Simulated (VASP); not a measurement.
# TaN (P-6m2) in VASP: further runs

The runs below take TaN through single point, with PBEsol.

Everything below comes from runs of VASP 6.6.1. Logs are shortened: lines on timing, memory, paths and dates and some standing lists are left out, and cuts for length are marked.

## 1. The cell of the first run

It takes space group P-6m2 (No. 187, hexagonal). The conventional cell has a = 2.878 Å, b = 2.878 Å, c = 2.824 Å, α = 90.00°, β = 90.00°, γ = 120.00°. Within 2.9 Å of Ta (site symmetry -6m2) lie 6 N at 2.18 Å and 8 Ta at 2.82 to 2.88 Å. N (site symmetry -6m2) has 6 Ta at 2.18 Å and 8 N at 2.82 to 2.88 Å within 2.9 Å.

## 2. Single point, PBEsol

Input file INCAR:

```
SYSTEM = TaN
PREC = Accurate
ENCUT = 520
EDIFF = 1E-6
ISMEAR = -1
SIGMA = 0.15
LREAL = .False.
LASPH = .True.
NELM = 80
ALGO = Normal
ISIF = 2
LWAVE = .False.
LCHARG = .False.
GGA = PS
NBANDS = 15
```

Input file KPOINTS:

```
regular mesh
0
Gamma
  11 11 10
  0 0 0
```

Input file POSCAR:

```
TaN
1.0
    2.8780239874      0.0000000000      0.0000000000
   -1.4390119937      2.4924422421      0.0000000000
    0.0000000000      0.0000000000      2.8241467514
Ta N
1 1
Direct
    0.3333333333      0.6666666667      0.5000000000
    0.0000000000      0.0000000000      0.0000000000
```

Potentials or basis: VASP PAW PBE potentials, release 64 (Ta_pv, N).

Launch:

```
$ cat potpaw_PBE.64/Ta_pv/POTCAR potpaw_PBE.64/N/POTCAR > POTCAR
$ mpirun -np 1 vasp_std > vasp.out
```

OUTCAR:

```text
SYSTEM = TaN
   PREC = Accurate
   ENCUT = 520
   EDIFF = 1E-6
   ISMEAR = -1
   LREAL = .False.
   LASPH = .True.
   NELM = 80
   ISIF = 2
   GGA = PS

 ion  position               nearest neighbor table
   1  0.333  0.667  0.500-   2 2.18   2 2.18   2 2.18   2 2.18   2 2.18   2 2.18
   2  0.000  0.000  0.000-   1 2.18   1 2.18   1 2.18   1 2.18   1 2.18   1 2.18

  LATTYP: Found a hexagonal cell.
 ALAT       =     2.8780239874
 C/A-ratio  =     0.9812797822

  Lattice vectors:

 A1 = (   2.8780239874,   0.0000000000,   0.0000000000)
 A2 = (  -1.4390119937,   2.4924422421,   0.0000000000)
 A3 = (   0.0000000000,   0.0000000000,   2.8241467514)

Analysis of symmetry for initial positions (statically):
=====================================================================
 Subroutine PRICEL returns:
 Original cell was already a primitive cell.

 Routine SETGRP: Setting up the symmetry group for a
 hexagonal supercell.

 Subroutine GETGRP returns: Found 12 space group operations
 (whereof 12 operations were pure point group operations)
 out of a pool of 24 trial point group operations.

The static configuration has the point symmetry D_3h.

Analysis of symmetry for dynamics (positions and initial velocities):
=====================================================================
 Subroutine PRICEL returns:
 Original cell was already a primitive cell.

 Routine SETGRP: Setting up the symmetry group for a
 hexagonal supercell.

 Subroutine GETGRP returns: Found 12 space group operations
 (whereof 12 operations were pure point group operations)
 out of a pool of 24 trial point group operations.

The dynamic configuration has the point symmetry D_3h.

 Subroutine INISYM returns: Found 12 space group operations
 (whereof 12 operations are pure point group operations),
 and found     1 'primitive' translations

----------------------------------------------------------------------------------------

                                     Primitive cell

  volume of cell :      20.2585

  direct lattice vectors                    reciprocal lattice vectors
     2.878023987  0.000000000  0.000000000     0.347460620  0.200606454  0.000000000
    -1.439011994  2.492442242  0.000000000     0.000000000  0.401212908  0.000000000
     0.000000000  0.000000000  2.824146751     0.000000000  0.000000000  0.354089248

  length of vectors
     2.878023987  2.878024296  2.824146751     0.401212951  0.401212908  0.354089248

  position of ions in fractional coordinates (direct lattice)
     0.333333333  0.666666667  0.500000000
     0.000000000  0.000000000  0.000000000

  ion indices of the primitive-cell ions
   primitive index   ion index
                 1           1
                 2           2

----------------------------------------------------------------------------------------

 KPOINTS: regular mesh

Automatic generation of k-mesh.
 Grid dimensions read from file:
 generate k-points for:   11   11   10

 Generating k-lattice:

  Cartesian coordinates                     Fractional coordinates (reciprocal lattice)
     0.031587329  0.018236950  0.000000000     0.090909091  0.000000000  0.000000000
     0.000000000  0.036473901  0.000000000     0.000000000  0.090909091  0.000000000
     0.000000000  0.000000000  0.035408925     0.000000000  0.000000000  0.100000000

  Length of vectors
     0.036473905  0.036473901  0.035408925

  Shift w.r.t. Gamma in fractional coordinates (k-lattice)
     0.000000000  0.000000000  0.000000000

 Subroutine IBZKPT returns following result:
 ===========================================

 Found     96 irreducible k-points:

 Following reciprocal coordinates:
            Coordinates               Weight
  0.000000  0.000000  0.000000      1.000000
  0.090909  0.000000  0.000000      6.000000
  0.181818  0.000000  0.000000      6.000000
  0.272727  0.000000  0.000000      6.000000
  0.363636  0.000000  0.000000      6.000000
  0.454545  0.000000  0.000000      6.000000
[... 16 lines left out ...]
  0.090909  0.090909  0.100000     12.000000
  0.181818  0.090909  0.100000     24.000000
 [... further k-points ...]
   k-points           NKPTS =     96   k-points in BZ     NKDIM =     96   number of bands    NBANDS=     15
   number of dos      NEDOS =    301   number of ions     NIONS =      2
   total plane-waves  NPLWV =  13824
   dimension x,y,z NGX =    24 NGY =   24 NGZ =   24
   dimension x,y,z NGXF=    48 NGYF=   48 NGZF=   48
   ions per type =               1   1
   NGX,Y,Z   is equivalent  to a cutoff of  13.86, 13.86, 14.13 a.u.
   NGXF,Y,Z  is equivalent  to a cutoff of  27.73, 27.73, 28.26 a.u.
 SYSTEM =  TaN
   PREC   = accura    normal or accurate (medium, high low for compatibility)
   ISTART =      0    job   : 0-new  1-cont  2-samecut
   ICHARG =      2    charge: 1-file 2-atom 10-const
   ISPIN  =      1    spin polarized calculation?
   LNONCOLLINEAR =      F non collinear calculations
   LSORBIT =      F    spin-orbit coupling
   LASPH  =      T    aspherical Exc in radial PAW
   ENCUT  =  520.0 eV  38.22 Ry    6.18 a.u.   5.35  5.35  5.25*2*pi/ulx,y,z
   NELM   =     80;   NELMIN=  2; NELMDL= -5     # of ELM steps
   EDIFF  = 0.1E-05   stopping-criterion for ELM
   LREAL  =      F    real-space projection
   EDIFFG = 0.1E-04   stopping-criterion for IOM
   NSW    =      0    number of steps for IOM
   IBRION =     -1    ionic relax: 0-MD 1-quasi-New 2-CG
   NFREE  =      0    steps in history (QN), initial steepest desc. (CG)
   ISIF   =      2    stress and relaxation
   ISYM   =      2    0-nonsym 1-usesym 2-fastsym
   POTIM  = 0.5000    time-step for ionic-motion
   TEBEG  =    0.0;   TEEND  =   0.0 temperature during run
   PSTRESS=    0.0 pullay stress
   NELECT =      16.0000    total number of electrons
   NUPDOWN=      -1.0000    fix difference up-down
   EMIN   =  10.00;   EMAX   =-10.00  energy-range for DOS
   EFERMI =   0.00;   METHOD = LEGACY
   ISMEAR =    -1;   SIGMA  =   0.15  broadening in eV -4-tet -1-fermi 0-gaus
   EFERMI_NEDOS =   21; number of points for ismear=-14 and -15
   IALGO  =     38    algorithm
   IMIX   =      4    mixing-type and parameters
     AMIX     =   0.40;   BMIX     =  1.00
     AMIX_MAG =   1.60;   BMIX_MAG =  1.00
  volume/ion in A,a.u.               =      10.13        68.36
  Fermi-wavevector in a.u.,A,eV,Ry     =   1.513257  2.859640 31.156599  2.289945
  Thomas-Fermi vector in A             =   2.623072
   LORBIT       =      0    0 simple, 1 ext, 2 COOP (PROOUT), +10 PAW based schemes
   GGA     = PS    functional components
   LHFCALC =     F    Hartree Fock is set to
   AEXX    =    0.0000 exact exchange contribution
   IVDW    =     0    specifies the selected vdW correction
   LEPSILON=     F    determine dielectric tensor
   LRPA    =     F    only Hartree local field effects (RPA)
 non-spin polarized calculation
  energy-cutoff  :      520.00
  volume of cell :       20.26
 maximum number of plane-waves:       562
 NGX is ok and might be reduce to    24
   NGX = 11   NGY = 11   NGZ = 11

 number of electron      15.9999999 magnetization

 Free energy of the ion-electron system (eV)
  ---------------------------------------------------
  ext. energy  EPLUGINS =         0.00000000
  ---------------------------------------------------
  free energy    TOTEN  =       -23.74427110 eV

  energy without entropy =      -23.73463369  energy(sigma->0) =      -23.73945240

 E-fermi :   8.8002     XC(G=0): -13.8458

 val. band max:        8.7182743393   @ k =   0.0000   0.0000   0.4000
 cond. band min:       8.9446331705   @ k =   0.0909   0.0000   0.5000
 fundamental gap:      0.2263588312
 Fermi energy:         8.8001764839

 k-point     1 :       0.0000    0.0000    0.0000
  band No.  band energies     occupation
      1     -25.8464      2.00000
      2     -25.5438      2.00000
      3     -25.5438      2.00000
      4      -9.4620      2.00000
      5       3.9082      2.00000
      6       3.9082      2.00000
      7       4.2262      2.00000
      8       5.7751      2.00000
      9      11.4384      0.00000
     10      12.6461      0.00000
     11      12.6461      0.00000
     12      13.0988      0.00000
     13      13.0988      0.00000
     14      22.1591      0.00000
     15      22.5179      0.00000

 k-point     2 :       0.0909    0.0000    0.0000
  band No.  band energies     occupation
      1     -25.8320      2.00000
      2     -25.6570      2.00000
      3     -25.5674      2.00000
      4      -9.2677      2.00000
      5       3.3837      2.00000
      6       4.0538      2.00000
      7       4.4965      2.00000
      8       5.5028      2.00000
      9      12.0862      0.00000
     10      12.2564      0.00000
     11      12.6723      0.00000
     12      13.0002      0.00000
     13      13.3425      0.00000
     14      22.1459      0.00000
     15      22.4877      0.00000

 k-point     3 :       0.1818    0.0000    0.0000
  band No.  band energies     occupation
      1     -25.9503      2.00000
      2     -25.7933      2.00000
      3     -25.6302      2.00000
      4      -8.7441      2.00000
      5       2.3523      2.00000
      6       4.4323      2.00000
      7       4.8615      2.00000
      8       5.0558      2.00000
      9      11.4386      0.00000
     10      12.7462      0.00000
     11      12.8181      0.00000
     12      13.5585      0.00000
     13      13.8403      0.00000
     14      22.1440      0.00000
     15      22.4529      0.00000

 k-point     4 :       0.2727    0.0000    0.0000
  band No.  band energies     occupation
      1     -26.3141      2.00000
      2     -25.7420      2.00000
      3     -25.7113      2.00000
      4      -8.0436      2.00000
      5       1.3272      2.00000
      6       4.1526      2.00000
      7       4.8910      2.00000
      8       5.4802      2.00000
      9      11.1171      0.00000
     10      12.4340      0.00000
     11      13.2131      0.00000
     12      14.2125      0.00000
     13      14.9946      0.00000
     14      22.2886      0.00000
     15      22.5941      0.00000
[... 307 lines left out ...]
 k-point    22 :       0.4545    0.0000    0.1000
  band No.  band energies     occupation
      1     -26.7916      2.00000
      2     -25.8158      2.00000
      3     -25.7684      2.00000
      4      -6.9506      2.00000
      5       0.1390      2.00000
      6       3.1236      2.00000
      7       5.0941      2.00000
      8       5.6063      2.00000
      9      12.3425      0.00000
     10      12.5286      0.00000
     11      14.3028      0.00000
     12      14.5982      0.00000
     13      17.3050      0.00000
     14      21.2197      0.00000
     15      22.3937      0.00000

 k-point    23 :       0.0909    0.0909    0.1000
  band No.  band energies     occupation
      1     -25.9296      2.00000
      2     -25.8328      2.00000
      3     -25.6073      2.00000
      4      -8.7098      2.00000
      5       2.7994      2.00000
      6       3.7769      2.00000
      7       4.3662      2.00000
      8       5.9445      2.00000
      9      11.1090      0.00000
     10      11.6293      0.00000
     11      13.1176      0.00000
     12      13.9339      0.00000
     13      14.2786      0.00000
     14      22.0306      0.00000
     15      22.4241      0.00000

 k-point    24 :       0.1818    0.0909    0.1000
  band No.  band energies     occupation
      1     -26.1514      2.00000
      2     -25.8694      2.00000
      3     -25.6957      2.00000
      4      -8.1476      2.00000
      5       1.8548      2.00000
      6       3.6723      2.00000
      7       4.6217      2.00000
      8       5.9710      2.00000
      9      10.7126      0.00001
     10      11.8975      0.00000
     11      13.5727      0.00000
     12      14.1204      0.00000
     13      15.4160      0.00000
     14      21.9890      0.00000
     15      22.4014      0.00000

 [... further k-points ...]

------------------------ aborting loop because EDIFF is reached ----------------------------------------

  FORCE on cell =-STRESS in cart. coord.  units (eV):
  Direction    XX          YY          ZZ          XY          YZ          ZX
  --------------------------------------------------------------------------------------
  -------------------------------------------------------------------------------------
  Total        2.4846740      2.4846747      2.7981639     -0.0000000      0.0000000      0.0000000
  in kB      196.5048305    196.5048867    221.2977273     -0.0000000      0.0000000      0.0000000
  external PRESSURE =     204.7691482 kB  Pullay stress =       0.0000000 kB

 VOLUME and BASIS-vectors are now :
 -----------------------------------------------------------------------------
  energy-cutoff  :      520.00
  volume of cell :       20.26
      direct lattice vectors                 reciprocal lattice vectors
     2.878023987  0.000000000  0.000000000     0.347460620  0.200606454  0.000000000
    -1.439011994  2.492442242  0.000000000     0.000000000  0.401212908  0.000000000
     0.000000000  0.000000000  2.824146751     0.000000000  0.000000000  0.354089248

 POSITION                                       TOTAL-FORCE (eV/Angst)
 -----------------------------------------------------------------------------------
     -0.00000      1.66163      1.41207        -0.000000     -0.000000      0.000000
      0.00000      0.00000      0.00000         0.000000      0.000000      0.000000
 -----------------------------------------------------------------------------------
    total drift:                                0.000000      0.000005     -0.000000

  FREE ENERGIE OF THE ION-ELECTRON SYSTEM (eV)
  ---------------------------------------------------
  free  energy   TOTEN  =       -23.7442711001 eV

  energy  without entropy=      -23.7346336934  energy(sigma->0) =      -23.73945240
```

Run time: 51 s. Hardware: 1 thread of Intel Xeon 8259CL, shared host; peak memory 0.16 GiB.

What came out:

```yaml
Free_energy: -23.7443 eV
Pressure: 20.5 GPa
Band_gap_on_the_k_mesh: zero (bands 8 and 9 overlap by 0.54 eV)
```

Caveat: the cell stands under pressure; the PAW data sets were made with another functional, which shifts forces and pressure a little; spin-orbit coupling is left out, which moves the levels of the heavy elements.

[end of part 1 of 2]
